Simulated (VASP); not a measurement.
# H24CO11 in VASP: a series of runs

H24CO11 is run at these levels: PBE+D3(BJ); tasks: single point.

All numbers are computed with VASP 6.6.1; they aren't measurements. Logs are shortened: lines on timing, memory, paths and dates and some standing lists are left out, and cuts for length are marked.

## (1) The cell of the first run

The cell holds an amorphous packing of atoms, 36 atoms: a = 6.913 Å, b = 6.913 Å, c = 6.913 Å, α = 90.00°, β = 90.00°, γ = 90.00°.

## (2) Single point, PBE+D3(BJ)

INCAR

```
  PREC = Accurate
  ENCUT = 520
  EDIFF = 1E-6
  ISMEAR = -1
  SIGMA = 0.05
  LREAL = Auto
  LASPH = T
  NELM = 100
  ALGO = Normal
  ISIF = 2
  LWAVE = F
  LCHARG = T
  GGA = PE
  IVDW = 12
  LELF = T
  LVHAR = T
  NBANDS = 71
```

KPOINTS

```
regular mesh
0
Gamma
  1 1 1
```

POSCAR

```
H24CO11
1.0
    6.9125170000      0.0000000000      0.0000000000
    0.0000000000      6.9125170000      0.0000000000
    0.0000000000      0.0000000000      6.9125170000
O H C
11 24 1
Direct
    0.0393199756      0.6146964991      0.1360864646
    0.0917032103      0.2723031278      0.8000558986
    0.7630360981      0.8167647183      0.9685762798
    0.3546465058      0.8849309159      0.0438190604
    0.5976260167      0.7099874040      0.5299082809
    0.2574604880      0.5935030612      0.6014162424
    0.4597891043      0.0865965321      0.7225443352
    0.7242803164      0.3534023858      0.8902690583
    0.2100826660      0.2540608580      0.3690840833
    0.9832453215      0.8627103557      0.5172356176
    0.8302764391      0.1903648121      0.2686865002
    0.1635583681      0.6731846012      0.1564987110
   -0.0662566182      0.7026673497      0.0926290670
    0.1552111915      0.3017858763      0.9411767089
   -0.0537286201      0.2930481039      0.8193831567
    0.7073689656      0.8990936297      0.8650973300
    0.6458862958      0.8219871286      1.0671366161
    0.4433262153      0.8874770218      0.1401660206
    0.2517751493      0.9675202245      0.0875657883
    0.5884108495      0.6116440654      0.6467687530
    0.7387757600      0.7608082555      0.4980096251
    0.3706898659      0.6065229207      0.6899368204
    0.1332365620      0.5883819165      0.6958825562
    0.3713987250      0.1884407662      0.7058355155
    0.3770695971     -0.0263290492      0.7257848335
    0.6200491080      0.2505454959      0.8857555070
    0.6961284869      0.4045993666      1.0163591641
    0.1061263213      0.2423140515      0.2790011222
    0.1594643456      0.3830153329      0.4279049151
    0.8993684934      0.9431730873      0.4116011577
    1.1029990957      0.9335962573      0.4876660701
    0.6474776120      0.1266832328      0.5157889666
    0.7448082949      0.1931713152      0.1561225817
    0.8623197599      0.2740246425      0.5377780626
    0.6224794818      0.3373300926      0.4657637732
    0.7292712626      0.2381621629      0.4573297975
```

Potentials or basis: VASP PAW PBE potentials, release 64 (O, H, C).

The run is started by

```sh
> cat potpaw_PBE.64/O/POTCAR potpaw_PBE.64/H/POTCAR potpaw_PBE.64/C/POTCAR > POTCAR
> mpirun -np 1 vasp_gam > vasp.out
```

OUTCAR:

```text
PREC = Accurate
   ENCUT = 520
   EDIFF = 1E-6
   ISMEAR = -1
   LREAL = Auto
   LASPH = T
   NELM = 100
   ISIF = 2
   GGA = PE
   IVDW = 12
 IVDW          = 12

 ion  position               nearest neighbor table
   1  0.039  0.615  0.136-  12 0.96  13 1.00
   2  0.092  0.272  0.800-  15 1.02  14 1.09
   3  0.763  0.817  0.969-  16 0.99  17 1.06
   4  0.355  0.885  0.044-  18 0.91  19 0.96
   5  0.598  0.710  0.530-  20 1.06  21 1.06
   6  0.257  0.594  0.601-  22 1.00  23 1.08
   7  0.460  0.087  0.723-  24 0.94  25 0.97
   8  0.724  0.353  0.890-  27 0.96  26 1.01
   9  0.210  0.254  0.369-  28 0.95  29 1.04
  10  0.983  0.863  0.517-  31 0.98  30 1.09
  11  0.830  0.190  0.269-  33 0.98  36 1.52
  12  0.164  0.673  0.156-   1 0.96
  13  0.934  0.703  0.093-   1 1.00
  14  0.155  0.302  0.941-   2 1.09
  15  0.946  0.293  0.819-   2 1.02
  16  0.707  0.899  0.865-   3 0.99
  17  0.646  0.822  0.067-   3 1.06
[... 16 lines left out ...]
  34  0.862  0.274  0.538-  36 1.10
  35  0.622  0.337  0.466-  36 1.01
  36  0.729  0.238  0.457-  35 1.01  32 1.04  34 1.10  11 1.52

  LATTYP: Found a simple cubic cell.
 ALAT       =     6.9125170000

  Lattice vectors:

 A1 = (   6.9125170000,   0.0000000000,   0.0000000000)
 A2 = (   0.0000000000,   6.9125170000,   0.0000000000)
 A3 = (   0.0000000000,   0.0000000000,   6.9125170000)

Analysis of symmetry for initial positions (statically):
=====================================================================
 Subroutine PRICEL returns:
 Original cell was already a primitive cell.

 Routine SETGRP: Setting up the symmetry group for a
 simple cubic supercell.

 Subroutine GETGRP returns: Found  1 space group operations
 (whereof  1 operations were pure point group operations)
 out of a pool of 48 trial point group operations.

The static configuration has the point symmetry C_1 .

Analysis of symmetry for dynamics (positions and initial velocities):
=====================================================================
 Subroutine PRICEL returns:
 Original cell was already a primitive cell.

 Routine SETGRP: Setting up the symmetry group for a
 simple cubic supercell.

 Subroutine GETGRP returns: Found  1 space group operations
 (whereof  1 operations were pure point group operations)
[... 146 lines left out ...]
   EDIFF  = 0.1E-05   stopping-criterion for ELM
   LREAL  =      T    real-space projection
   EDIFFG = 0.1E-04   stopping-criterion for IOM
   NSW    =      0    number of steps for IOM
   IBRION =     -1    ionic relax: 0-MD 1-quasi-New 2-CG
   NFREE  =      0    steps in history (QN), initial steepest desc. (CG)
   ISIF   =      2    stress and relaxation
   ISYM   =      2    0-nonsym 1-usesym 2-fastsym
   POTIM  = 0.5000    time-step for ionic-motion
   TEBEG  =    0.0;   TEEND  =   0.0 temperature during run
   PSTRESS=    0.0 pullay stress
   NELECT =      94.0000    total number of electrons
   NUPDOWN=      -1.0000    fix difference up-down
   EMIN   =  10.00;   EMAX   =-10.00  energy-range for DOS
   EFERMI =   0.00;   METHOD = LEGACY
   ISMEAR =    -1;   SIGMA  =   0.05  broadening in eV -4-tet -1-fermi 0-gaus
   EFERMI_NEDOS =   21; number of points for ismear=-14 and -15
   IALGO  =     38    algorithm
   IMIX   =      4    mixing-type and parameters
     AMIX     =   0.40;   BMIX     =  1.00
     AMIX_MAG =   1.60;   BMIX_MAG =  1.00
  volume/ion in A,a.u.               =       9.18        61.92
  Fermi-wavevector in a.u.,A,eV,Ry     =   1.076832  2.034917 15.776865  1.159567
  Thomas-Fermi vector in A             =   2.212727
   LORBIT       =      0    0 simple, 1 ext, 2 COOP (PROOUT), +10 PAW based schemes
   GGA     = PE    functional components
   LHFCALC =     F    Hartree Fock is set to
   AEXX    =    0.0000 exact exchange contribution
   IVDW    =    12    specifies the selected vdW correction
   LEPSILON=     F    determine dielectric tensor
   LRPA    =     F    only Hartree local field effects (RPA)
 non-spin polarized calculation
  energy-cutoff  :      520.00
  volume of cell :      330.30
 maximum number of plane-waves:      4463
 NGX is ok and might be reduce to    50
   NGX = 25   NGY = 25   NGZ = 25

 number of electron      93.9999993 magnetization

 Free energy of the ion-electron system (eV)
  ---------------------------------------------------
  ext. energy  EPLUGINS =         0.00000000
  ---------------------------------------------------
  free energy    TOTEN  =      -170.82717271 eV

  energy without entropy =     -170.82717271  energy(sigma->0) =     -170.82717271

 E-fermi :  -1.3075     XC(G=0):  -7.2393

 val. band max:       -2.5442684930   @ k =   0.0000   0.0000   0.0000
 cond. band min:       0.7587631915   @ k =   0.0000   0.0000   0.0000
 fundamental gap:      3.3030316845
 Fermi energy:        -1.3075151943

 k-point     1 :       0.0000    0.0000    0.0000
  band No.  band energies     occupation
      1     -23.3051      2.00000
      2     -22.8792      2.00000
      3     -22.1745      2.00000
      4     -22.0572      2.00000
      5     -21.9204      2.00000
      6     -21.1370      2.00000
[... 51 lines left out ...]
     58       5.7331      0.00000
     59       5.8818      0.00000
 [bands above 59 left out]

------------------------ aborting loop because EDIFF is reached ----------------------------------------

 Edisp (eV)   -1.36647

 E8    (eV) :    -0.2839

  FORCE on cell =-STRESS in cart. coord.  units (eV):
  Direction    XX          YY          ZZ          XY          YZ          ZX
  --------------------------------------------------------------------------------------
  -------------------------------------------------------------------------------------
  Total      -2.37011     3.56836    -5.44400    -0.99548     1.26480     3.67018
  in kB     -11.49662    17.30893   -26.40705    -4.82874     6.13515    17.80285
  external pressure =       -6.86 kB  Pullay stress =        0.00 kB

 VOLUME and BASIS-vectors are now :
 -----------------------------------------------------------------------------
  energy-cutoff  :      520.00
  volume of cell :      330.30
      direct lattice vectors                 reciprocal lattice vectors
     6.912517000  0.000000000  0.000000000     0.144665105  0.000000000  0.000000000
     0.000000000  6.912517000  0.000000000     0.000000000  0.144665105  0.000000000
     0.000000000  0.000000000  6.912517000     0.000000000  0.000000000  0.144665105

 POSITION                                       TOTAL-FORCE (eV/Angst)
 -----------------------------------------------------------------------------------
      0.27180      4.24910      0.94070        -1.074458     -1.209323     -0.037924
      0.63390      1.88230      5.53040         0.638361      0.502064      3.464034
      5.27450      5.64590      6.69530        -3.232376      0.781413      1.694564
      2.45150      6.11710      0.30290        -2.520233     -0.668957     -2.861289
      4.13110      4.90780      3.66300         1.616041     -0.400627      0.807367
      1.77970      4.10260      4.15730        -2.123577      0.136748      2.604844
[... 28 lines left out ...]
      4.30290      2.33180      3.21960        -1.890322      3.501293     -1.100061
      5.04110      1.64630      3.16130         4.379215     -1.184542     -1.247012
 -----------------------------------------------------------------------------------
    total drift:                               -0.004046     -0.011793     -0.006093

  FREE ENERGIE OF THE ION-ELECTRON SYSTEM (eV)
  ---------------------------------------------------
  free  energy   TOTEN  =      -172.1936473373 eV

  energy  without entropy=     -172.1936473372  energy(sigma->0) =     -172.19364734
```

stdout:

```text
POSCAR found type information on POSCAR O H C
 POSCAR found :  3 types and      36 ions
 scaLAPACK will be used
 LDA part: xc-table for (Slater+PW92), standard interpolation
 POSCAR, INCAR and KPOINTS ok, starting setup
 FFT: planning ... GRIDC
 FFT: planning ... GRID_SOFT
 FFT: planning ... GRID
 WAVECAR not read
 entering main loop
```

Wall time 32 s (1 thread of Intel Xeon 6975P-C (Granite Rapids), shared host); peak memory 0.39 GiB.

Results:

- Free energy: -172.1936 eV
- Pressure: -0.7 GPa
- Largest force: 4.705 eV/Å
- Band gap on the k mesh: 3.30 eV
- Dispersion energy per atom: -0.038 eV

Forces in eV/Å, atoms in the order of the input:
```
O   -1.074 -1.209 -0.038
O    0.638  0.502  3.464
O   -3.232  0.781  1.695
O   -2.520 -0.669 -2.861
O    1.616 -0.401  0.807
O   -2.124  0.137  2.605
O    1.328 -0.995  0.539
O   -1.849 -1.339 -0.180
O   -0.104  2.050  1.062
O   -1.891  2.319 -2.693
O   -1.311  0.048  0.718
H    0.074  0.748 -0.094
H    1.370 -0.023 -0.041
H   -1.989 -0.388 -3.300
H    1.532 -0.106  0.371
H    0.537 -0.424  0.082
H    2.770 -0.357 -2.100
H    2.383  0.247  3.533
H   -0.487  0.452  0.107
H    1.728  2.042 -2.520
H   -2.195 -1.795  1.670
H   -1.519 -0.071 -0.494
H    2.896 -0.031 -1.876
H   -1.650  1.575 -0.494
H    0.029 -0.324  0.179
H    0.751  0.396 -0.877
H    0.467  1.057  0.651
H   -1.054 -0.518 -0.934
H    1.611 -1.689 -0.356
H    1.603 -1.355  2.051
H    0.119 -0.353  0.448
H   -0.142 -2.491  0.522
H    0.031 -0.166  0.307
H   -0.831  0.032  0.396
H   -1.890  3.501 -1.100
C    4.379 -1.185 -1.247
```

Stress tensor (GPa, compression positive):
```
-1.15 -0.48  1.78
-0.48  1.73  0.61
 1.78  0.61 -2.64
```

Caveat: the k points lie up to 0.91 Å⁻¹ apart.

(Continued in part 2 of 2.)
